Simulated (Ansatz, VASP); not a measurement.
Two plane-wave programs on Na

```
Na
1.0
    -2.10638    2.10638    2.10638
     2.10638   -2.10638    2.10638
     2.10638    2.10638   -2.10638
Na
1
Direct
  0.00000 0.00000 0.00000
```

Alike in both runs: functional r2SCAN; k mesh 8 × 8 × 8; occupations gaussian, width 0.1 eV; no spin polarisation.

Ansatz relaxed the structure, and its values are those at the end. VASP's run is a single point on that final structure, the one shown.

|  | VASP | Ansatz |
| --- | --- | --- |
| version | VASP 6.6.1 | Ansatz 0.2.0 |
| potentials or method | VASP PAW PBE potentials, release 64 (Na_pv), cutoff 520 eV | scalar-relativistic, plane waves, PAW |
| valence electrons in the cell | 7 | 9 |

```csv
,VASP,Ansatz,Ansatz less VASP
gap on the k mesh at the Fermi level (eV),none,none,-
pressure (GPa),0.2,0.1,-0.09
```

VASP's potentials were made for PBE, not for r2SCAN. A gap of «none» marks a metal or a gap that the smearing closes. VASP's potentials hold 7 valence electrons a cell and Ansatz's 9, so a difference there can come from the potentials and not from the codes.
